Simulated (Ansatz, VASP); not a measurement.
## Li2ClF: VASP beside Ansatz

File POSCAR:

```
Li2ClF
1.0
    1.6438003705      0.9490485863      5.2637591360
   -1.6438003705      0.9490485863      5.2637591360
    0.0000000000     -1.8980971729      5.2637591359
F Cl Li
1 1 2
Direct
    1.0000000000      0.0000000000      0.0000000000
    0.5000000000      0.5000000000      0.5000000000
    0.2633593308      0.2633593308      0.2633593308
    0.7366406692      0.7366406692      0.7366406692
```

Contents of INCAR.step1:

```
  ALGO = Normal
  EDIFF = 1E-4
  ENCUT = 520
  GGA = PE
  ISMEAR = 0
  LASPH = T
  LCHARG = F
  LREAL = F
  LWAVE = T
  NBANDS = 18
  NELM = 80
  PREC = Accurate
  SIGMA = 0.01
```

INCAR.step2

```
  ALGO = Normal
  EDIFF = 1E-6
  ENCUT = 520
  ISIF = 2
  ISMEAR = 0
  ISTART = 1
  LASPH = T
  LCHARG = T
  LELF = T
  LMIXTAU = T
  LREAL = F
  LVHAR = T
  LWAVE = F
  METAGGA = R2SCAN
  NBANDS = 18
  NELM = 80
  PREC = Accurate
  SIGMA = 0.01
```

File KPOINTS:

```
k-points
0
Gamma
  8 8 8
```

Input for Ansatz:

```yaml
crystal:
  lattice:
    - [1.6438003705, 0.9490485863, 5.263759136]
    - [-1.6438003705, 0.9490485863, 5.263759136]
    - [0.0, -1.8980971729, 5.2637591359]
  atoms:
    - { symbol: F, position: [1.0, 0.0, 0.0] }
    - { symbol: Cl, position: [0.5, 0.5, 0.5] }
    - { symbol: Li, position: [0.2633593308, 0.2633593308, 0.2633593308] }
    - { symbol: Li, position: [0.7366406692, 0.7366406692, 0.7366406692] }
kpoints:
  mp_grid: { grid: [8, 8, 8] }
hamiltonian:
  xc: r2scan
scf:
  occupations: { method: fixed }
  n_extra_bands: 5
output:
  forces: true
  stress: true
  eigenvalues: true
```

Alike in both runs: task single point; functional r2SCAN; k mesh 8 × 8 × 8; no spin polarisation.

|  | VASP | Ansatz |
| --- | --- | --- |
| version | VASP 6.6.1 | Ansatz 0.2.0 |
| potentials or method | VASP PAW PBE potentials, release 64 (F, Cl, Li_sv) | plane waves, PAW |
| plane-wave cutoff (eV) | 520 | 500 |
| occupations | gaussian, width 0.01 eV | fixed |
| valence electrons in the cell | 20 | 20 |

|  | VASP | Ansatz | Ansatz less VASP |
| --- | --- | --- | --- |
| gap on the k mesh at the Fermi level (eV) | 5.65 | 5.57 | -0.081 |
| rms of the force components (eV/Å) | 0.005 | 0.001 | -0.0047 |

VASP's potentials were made for PBE, not for r2SCAN. Atom by atom the forces differ by 0.006 eV/Å (rms over components).

Noted on VASP's run: the cutoff is under 1.25 times that of the potentials, so the pressure is a little rough.
